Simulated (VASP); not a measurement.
# Sc2GaSbAs2 (I4/mmm) in VASP: further runs

Runs on Sc2GaSbAs2. Level: PBE. Tasks: single point.

Everything below comes from runs of VASP 6.6.1. Logs are shortened: lines on timing, memory, paths and dates and some standing lists are left out, and cuts for length are marked.

## 1. The cell of the first run

Symmetry: I4/mmm, No. 139, tetragonal system. The conventional cell has a = 4.322 Å, b = 4.322 Å, c = 12.127 Å, α = 90.00°, β = 90.00°, γ = 90.00°. Sc (site symmetry -4m2) has 4 As at 2.50 Å and 4 Sc at 3.06 Å within 3.3 Å. Ga (site symmetry 4/mmm) has 4 Sb at 3.06 Å and 8 As at 3.54 Å and 8 Sc at 3.72 Å within 4.0 Å. Within 2.4 Å of Sb (site symmetry 4/mmm) lie 2 As at 1.78 Å. As (site symmetry 4mm) has 1 Sb at 1.78 Å within 2.4 Å.

## 2. Single point, PBE

Contents of INCAR:

```
SYSTEM = Sc2GaSbAs2
ALGO = Normal
EDIFF = 1E-6
ENCUT = 520
GGA = PE
ISIF = 2
ISMEAR = 0
LASPH = .True.
LCHARG = .True.
LELF = .True.
LREAL = .False.
LVHAR = .True.
LWAVE = .False.
NBANDS = 34
NELM = 100
PREC = Accurate
SIGMA = 0.1
```

Contents of KPOINTS:

```
k-points
0
Gamma
  6 6 6
  0 0 0
```

Contents of POSCAR:

```
Sc2GaSbAs2
1.0
   -2.1612415800      2.1612415800      6.0635782700
    2.1612415800     -2.1612415800      6.0635782700
    2.1612415800      2.1612415800     -6.0635782700
Sc Ga Sb As
2 1 1 2
Direct
    0.7500000000      0.2500000000      0.5000000000
    0.2500000000      0.7500000000      0.5000000000
    0.0000000000      0.0000000000      0.0000000000
    0.5000000000      0.5000000000      0.0000000000
    0.3530310100      0.3530310100      0.0000000000
    0.6469689900      0.6469689900      0.0000000000
```

Potentials or basis: VASP PAW PBE potentials, release 64 (Sc_sv, Ga_d, Sb, As).

Run with:

```
cat potpaw_PBE.64/Sc_sv/POTCAR potpaw_PBE.64/Ga_d/POTCAR potpaw_PBE.64/Sb/POTCAR potpaw_PBE.64/As/POTCAR > POTCAR
mpirun -np 1 vasp_std > vasp.out
```

OUTCAR:

```text
SYSTEM = Sc2GaSbAs2
   EDIFF = 1E-6
   ENCUT = 520
   GGA = PE
   ISIF = 2
   ISMEAR = 0
   LASPH = .True.
   LREAL = .False.
   NELM = 100
   PREC = Accurate

 ion  position               nearest neighbor table
   1  0.750  0.250  0.500-   5 2.50   6 2.50   5 2.50   6 2.50   2 3.06   2 3.06   2 3.06   2 3.06

   2  0.250  0.750  0.500-   5 2.50   6 2.50   5 2.50   6 2.50   1 3.06   1 3.06   1 3.06   1 3.06

   3  0.000  0.000  0.000-   4 3.06   4 3.06   4 3.06   4 3.06
   4  0.500  0.500  0.000-   5 1.78   6 1.78   3 3.06   3 3.06   3 3.06   3 3.06
   5  0.353  0.353  0.000-   4 1.78   2 2.50   1 2.50   2 2.50   1 2.50
   6  0.647  0.647  0.000-   4 1.78   1 2.50   2 2.50   1 2.50   2 2.50

  LATTYP: Found a body centered tetragonal cell.
 ALAT       =     4.3224831600
 C/A-ratio  =     2.8055994879

  Lattice vectors:

 A1 = (  -2.1612415800,   2.1612415800,   6.0635782700)
 A2 = (   2.1612415800,  -2.1612415800,   6.0635782700)
 A3 = (   2.1612415800,   2.1612415800,  -6.0635782700)

Analysis of symmetry for initial positions (statically):
=====================================================================
 Subroutine PRICEL returns:
 Original cell was already a primitive cell.

 Routine SETGRP: Setting up the symmetry group for a
 body centered tetragonal supercell.

 Subroutine GETGRP returns: Found 16 space group operations
 (whereof 16 operations were pure point group operations)
 out of a pool of 16 trial point group operations.

The static configuration has the point symmetry D_4h.

Analysis of symmetry for dynamics (positions and initial velocities):
=====================================================================
 Subroutine PRICEL returns:
 Original cell was already a primitive cell.

 Routine SETGRP: Setting up the symmetry group for a
 body centered tetragonal supercell.

 Subroutine GETGRP returns: Found 16 space group operations
 (whereof 16 operations were pure point group operations)
 out of a pool of 16 trial point group operations.

The dynamic configuration has the point symmetry D_4h.

 Subroutine INISYM returns: Found 16 space group operations
 (whereof 16 operations are pure point group operations),
 and found     1 'primitive' translations

----------------------------------------------------------------------------------------

                                     Primitive cell

  volume of cell :     113.2911

  direct lattice vectors                    reciprocal lattice vectors
    -2.161241580  2.161241580  6.063578270     0.000000000  0.231348501  0.082459561
     2.161241580 -2.161241580  6.063578270     0.231348501  0.000000000  0.082459561
     2.161241580  2.161241580 -6.063578270     0.231348501  0.231348501  0.000000000

  length of vectors
     6.790354318  6.790354318  6.790354318     0.245604780  0.245604780  0.327176188

  position of ions in fractional coordinates (direct lattice)
     0.750000000  0.250000000  0.500000000
     0.250000000  0.750000000  0.500000000
     0.000000000  0.000000000  0.000000000
     0.500000000  0.500000000  0.000000000
     0.353031010  0.353031010  0.000000000
     0.646968990  0.646968990  0.000000000

  ion indices of the primitive-cell ions
   primitive index   ion index
                 1           1
                 2           2
                 3           3
                 4           4
                 5           5
                 6           6

----------------------------------------------------------------------------------------

 KPOINTS: k-points

Automatic generation of k-mesh.
 Grid dimensions read from file:
 generate k-points for:    6    6    6

 Generating k-lattice:

  Cartesian coordinates                     Fractional coordinates (reciprocal lattice)
     0.000000000  0.038558084  0.013743260     0.166666667  0.000000000  0.000000000
     0.038558084  0.000000000  0.013743260     0.000000000  0.166666667  0.000000000
     0.038558084  0.038558084  0.000000000     0.000000000  0.000000000  0.166666667

  Length of vectors
     0.040934130  0.040934130  0.054529365

  Shift w.r.t. Gamma in fractional coordinates (k-lattice)
     0.000000000  0.000000000  0.000000000

 Subroutine IBZKPT returns following result:
 ===========================================

 Found     30 irreducible k-points:

 Following reciprocal coordinates:
            Coordinates               Weight
  0.000000  0.000000  0.000000      1.000000
  0.166667 -0.000000  0.000000      8.000000
  0.333333 -0.000000  0.000000      8.000000
  0.500000 -0.000000  0.000000      4.000000
  0.166667  0.166667  0.000000      8.000000
  0.333333  0.166667  0.000000     16.000000
[... 16 lines left out ...]
 -0.333333 -0.333333  0.166667      8.000000
 -0.166667 -0.333333  0.166667      8.000000
 [... further k-points ...]
   k-points           NKPTS =     30   k-points in BZ     NKDIM =     30   number of bands    NBANDS=     34
   number of dos      NEDOS =    301   number of ions     NIONS =      6
   total plane-waves  NPLWV = 157464
   dimension x,y,z NGX =    54 NGY =   54 NGZ =   54
   dimension x,y,z NGXF=   108 NGYF=  108 NGZF=  108
   ions per type =               2   1   1   2
   NGX,Y,Z   is equivalent  to a cutoff of  13.22, 13.22, 13.22 a.u.
   NGXF,Y,Z  is equivalent  to a cutoff of  26.44, 26.44, 26.44 a.u.
 SYSTEM =  Sc2GaSbAs2
   PREC   = accura    normal or accurate (medium, high low for compatibility)
   ISTART =      0    job   : 0-new  1-cont  2-samecut
   ICHARG =      2    charge: 1-file 2-atom 10-const
   ISPIN  =      1    spin polarized calculation?
   LNONCOLLINEAR =      F non collinear calculations
   LSORBIT =      F    spin-orbit coupling
   LASPH  =      T    aspherical Exc in radial PAW
   ENCUT  =  520.0 eV  38.22 Ry    6.18 a.u.  12.63 12.63 12.63*2*pi/ulx,y,z
   NELM   =    100;   NELMIN=  2; NELMDL= -5     # of ELM steps
   EDIFF  = 0.1E-05   stopping-criterion for ELM
   LREAL  =      F    real-space projection
   EDIFFG = 0.1E-04   stopping-criterion for IOM
   NSW    =      0    number of steps for IOM
   IBRION =     -1    ionic relax: 0-MD 1-quasi-New 2-CG
   NFREE  =      0    steps in history (QN), initial steepest desc. (CG)
   ISIF   =      2    stress and relaxation
   ISYM   =      2    0-nonsym 1-usesym 2-fastsym
   POTIM  = 0.5000    time-step for ionic-motion
   TEBEG  =    0.0;   TEEND  =   0.0 temperature during run
   PSTRESS=    0.0 pullay stress
   NELECT =      50.0000    total number of electrons
   NUPDOWN=      -1.0000    fix difference up-down
   EMIN   =  10.00;   EMAX   =-10.00  energy-range for DOS
   EFERMI =   0.00;   METHOD = LEGACY
   ISMEAR =     0;   SIGMA  =   0.10  broadening in eV -4-tet -1-fermi 0-gaus
   EFERMI_NEDOS =   21; number of points for ismear=-14 and -15
   IALGO  =     38    algorithm
   IMIX   =      4    mixing-type and parameters
     AMIX     =   0.40;   BMIX     =  1.00
     AMIX_MAG =   1.60;   BMIX_MAG =  1.00
  volume/ion in A,a.u.               =      18.88       127.42
  Fermi-wavevector in a.u.,A,eV,Ry     =   1.246425  2.355403 21.137689  1.553576
  Thomas-Fermi vector in A             =   2.380603
   LORBIT       =      0    0 simple, 1 ext, 2 COOP (PROOUT), +10 PAW based schemes
   GGA     = PE    functional components
   LHFCALC =     F    Hartree Fock is set to
   AEXX    =    0.0000 exact exchange contribution
   IVDW    =     0    specifies the selected vdW correction
   LEPSILON=     F    determine dielectric tensor
   LRPA    =     F    only Hartree local field effects (RPA)
 non-spin polarized calculation
 Gauss-broadening in eV      SIGMA  =   0.10
  energy-cutoff  :      520.00
  volume of cell :      113.29
 maximum number of plane-waves:      3080
 NGX is ok and might be reduce to    54
   NGX = 25   NGY = 25   NGZ = 25

 number of electron      50.0000004 magnetization

 Free energy of the ion-electron system (eV)
  ---------------------------------------------------
  ext. energy  EPLUGINS =         0.00000000
  ---------------------------------------------------
  free energy    TOTEN  =       -10.17302415 eV

  energy without entropy =      -10.15951376  energy(sigma->0) =      -10.16626895

 E-fermi :   7.4215     XC(G=0): -10.7368

 val. band max:        7.4212655025   @ k =   0.5000  -0.0000   0.0000
 cond. band min:       7.4804787325   @ k =  -0.3333   0.5000   0.3333
 fundamental gap:      0.0592132301
 Fermi energy:         7.4215154269

 k-point     1 :       0.0000    0.0000    0.0000
  band No.  band energies     occupation
      1     -41.6332      2.00000
      2     -41.5313      2.00000
      3     -20.5552      2.00000
      4     -20.4900      2.00000
      5     -20.4900      2.00000
      6     -20.4132      2.00000
[... 26 lines left out ...]
     33      10.8012      0.00000
     34      11.0134      0.00000

 k-point     2 :       0.1667   -0.0000    0.0000
  band No.  band energies     occupation
      1     -41.6262      2.00000
      2     -41.5380      2.00000
      3     -20.5470      2.00000
      4     -20.4702      2.00000
      5     -20.4641      2.00000
      6     -20.4220      2.00000
[... 26 lines left out ...]
     33      10.3695      0.00000
     34      10.9503      0.00000

 k-point     3 :       0.3333   -0.0000    0.0000
  band No.  band energies     occupation
      1     -41.6072      2.00000
      2     -41.5562      2.00000
      3     -20.5210      2.00000
      4     -20.4470      2.00000
      5     -20.4143      2.00000
      6     -20.3930      2.00000
[... 26 lines left out ...]
     33      10.3272      0.00000
     34      11.5569      0.00000

 k-point     4 :       0.5000   -0.0000    0.0000
  band No.  band energies     occupation
      1     -41.5815      2.00000
      2     -41.5815      2.00000
      3     -20.4833      2.00000
      4     -20.4832      2.00000
      5     -20.3266      2.00000
      6     -20.3265      2.00000
[... 26 lines left out ...]
     33      10.6382      0.00000
     34      11.4820      0.00000

 k-point     5 :       0.1667    0.1667    0.0000
  band No.  band energies     occupation
      1     -41.6201      2.00000
      2     -41.5437      2.00000
      3     -20.5453      2.00000
      4     -20.5082      2.00000
      5     -20.4294      2.00000
      6     -20.3814      2.00000
[... 621 lines left out ...]
 k-point    22 :      -0.1667    0.5000    0.1667
  band No.  band energies     occupation
      1     -41.6072      2.00000
      2     -41.5562      2.00000
      3     -20.5213      2.00000
      4     -20.4469      2.00000
      5     -20.4144      2.00000
      6     -20.3931      2.00000
[... 26 lines left out ...]
     33      10.6368      0.00000
     34      10.9222      0.00000

 k-point    23 :      -0.3333   -0.3333    0.1667
  band No.  band energies     occupation
      1     -41.6201      2.00000
      2     -41.5437      2.00000
      3     -20.5455      2.00000
      4     -20.5084      2.00000
      5     -20.4293      2.00000
      6     -20.3815      2.00000
[... 26 lines left out ...]
     33      10.4723      0.00000
     34      10.9338      0.00000

 k-point    24 :      -0.1667   -0.3333    0.1667
  band No.  band energies     occupation
      1     -41.6262      2.00000
      2     -41.5380      2.00000
      3     -20.5473      2.00000
      4     -20.4703      2.00000
      5     -20.4642      2.00000
      6     -20.4220      2.00000
[... 26 lines left out ...]
     33      10.8302      0.00000
     34      11.0474      0.00000

 [... further k-points ...]
[... 5 lines left out ...]
  --------------------------------------------------------------------------------------
  -------------------------------------------------------------------------------------
  Total       17.0989205     17.0989205    137.5592028      0.0000000     -0.0000000      0.0000000
  in kB      241.8152401    241.8152401   1945.3807982      0.0000000     -0.0000000      0.0000000
  external PRESSURE =     809.6704261 kB  Pullay stress =       0.0000000 kB

 VOLUME and BASIS-vectors are now :
 -----------------------------------------------------------------------------
  energy-cutoff  :      520.00
  volume of cell :      113.29
      direct lattice vectors                 reciprocal lattice vectors
    -2.161241580  2.161241580  6.063578270     0.000000000  0.231348501  0.082459561
     2.161241580 -2.161241580  6.063578270     0.231348501  0.000000000  0.082459561
     2.161241580  2.161241580 -6.063578270     0.231348501  0.231348501  0.000000000

 POSITION                                       TOTAL-FORCE (eV/Angst)
 -----------------------------------------------------------------------------------
      0.00000      2.16124      3.03179         0.000000      0.000000     -0.000000
      2.16124      0.00000      3.03179         0.000000      0.000000     -0.000000
      0.00000      0.00000      0.00000         0.000000      0.000000     -0.000000
      0.00000      0.00000      6.06358         0.000000      0.000000     -0.000000
      0.00000      0.00000      4.28126        -0.000000     -0.000000    -33.964660
      0.00000      0.00000      7.84589        -0.000000     -0.000000     33.964660
 -----------------------------------------------------------------------------------
    total drift:                               -0.000000      0.000000      0.000000

  FREE ENERGIE OF THE ION-ELECTRON SYSTEM (eV)
  ---------------------------------------------------
  free  energy   TOTEN  =       -10.1730241473 eV

  energy  without entropy=      -10.1595137583  energy(sigma->0) =      -10.16626895
```

Run time: 3.2 min. Hardware: 1 thread of Intel Xeon Platinum 8488C (Sapphire Rapids), shared host; peak memory 0.47 GiB.

Results:

- Free energy: -10.1730 eV
- Pressure: 81.0 GPa
- Largest force: 33.965 eV/Å
- Band gap on the k mesh: zero (band 25 reaches 7.64 eV, above the bottom of band 26 at 7.17 eV)

Forces on the atoms (eV/Å):
```
Sc    0.000   0.000   0.000
Sc    0.000   0.000   0.000
Ga    0.000   0.000   0.000
Sb    0.000   0.000   0.000
As    0.000   0.000 -33.965
As    0.000   0.000  33.965
```

Levels at points of the mesh, in eV from the Fermi level:
| k point | band 22 | band 23 | band 24 | band 25 | band 26 | band 27 | band 28 | band 29 |
| --- | --- | --- | --- | --- | --- | --- | --- | --- |
| (0.00, 0.00, 0.00) | -3.08 | -0.59 | -0.52 | -0.15 | -0.15 | 0.46 | 1.49 | 1.81 |
| (0.50, 0.00, 0.00) | -2.83 | -0.39 | -0.11 | 0.00 | 0.13 | 0.20 | 1.02 | 1.18 |
| (0.50, 0.50, 0.00) | -3.43 | -2.14 | -1.49 | -0.44 | 0.31 | 0.36 | 1.89 | 1.92 |
| (0.50, 0.50, 0.50) | -3.67 | -0.58 | -0.57 | -0.22 | 0.32 | 0.32 | 0.46 | 2.73 |

Caveat: spin-orbit coupling is left out, which moves the levels of the heavy elements; forces of over 1 eV/Å act on the atoms, so gaps and moduli don't describe the material at rest.

## 3. Single point, PBE

This run uses another cell than the first one, of 25.65 Å³/atom, 1.358 times its volume.

Contents of INCAR:

```
PREC = Accurate
ENCUT = 520
EDIFF = 1E-7
ISMEAR = 0
SIGMA = 0.1
LREAL = F
LASPH = T
NELM = 80
ALGO = Normal
ISIF = 2
LWAVE = F
LCHARG = T
GGA = PE
LELF = T
LVHAR = T
NBANDS = 34
```

Contents of KPOINTS:

```
Automatic mesh
0
Gamma
  6 6 6
```

Contents of POSCAR:

```
Sc2GaSbAs2
1.0
   -2.6262840384      2.6262840384      5.5775966485
    2.6262840384     -2.6262840384      5.5775966485
    2.6262840384      2.6262840384     -5.5775966485
Sc Ga Sb As
2 1 1 2
Direct
    0.7500000000      0.2500000000      0.5000000000
    0.2500000000      0.7500000000      0.5000000000
    0.0000000000      0.0000000000      0.0000000000
    0.5000000000      0.5000000000      0.0000000000
    0.2256434691      0.2256434691      0.0000000000
    0.7743565309      0.7743565309      0.0000000000
```

Potentials or basis: VASP PAW PBE potentials, release 64 (Sc_sv, Ga_d, Sb, As).

Run with:

```
cat potpaw_PBE.64/Sc_sv/POTCAR potpaw_PBE.64/Ga_d/POTCAR potpaw_PBE.64/Sb/POTCAR potpaw_PBE.64/As/POTCAR > POTCAR
mpirun -np 1 vasp_std > vasp.out
```

Wall time 3.5 min (1 thread of Intel Xeon Platinum 8488C (Sapphire Rapids), shared host); peak memory 0.45 GiB.

It converged, with:

```yaml
Free_energy: -31.7755 eV
Pressure: 0.2 GPa
Largest_force: 0.018 eV/Å
Band_gap_on_the_k_mesh: zero (band 25 reaches 4.76 eV, above the bottom of band 26 at 4.06 eV)
```

Forces in eV/Å, atoms in the order of the input:
```
Sc   0.000  0.000  0.000
Sc   0.000  0.000  0.000
Ga   0.000  0.000  0.000
Sb   0.000  0.000  0.000
As   0.000  0.000  0.018
As   0.000  0.000 -0.018
```

Stress tensor (GPa, compression positive):
```
0.22 0.00 0.00
0.00 0.22 0.00
0.00 0.00 0.14
```

Levels at points of the mesh, in eV from the Fermi level:
```csv
k point,band 22,band 23,band 24,band 25,band 26,band 27,band 28,band 29
"(0.00, 0.00, 0.00)",-2.26,-0.84,-0.84,-0.79,1.06,1.17,1.27,1.27
"(0.50, 0.00, 0.00)",-2.94,-2.14,-0.94,-0.71,0.04,0.10,1.27,1.37
"(0.50, 0.50, 0.00)",-2.61,-2.46,-1.95,-0.20,0.91,0.96,1.44,1.48
"(0.50, 0.50, 0.50)",-1.12,-0.94,-0.76,-0.35,-0.35,0.26,0.50,0.57
```

Caveat: spin-orbit coupling is left out, which moves the levels of the heavy elements.
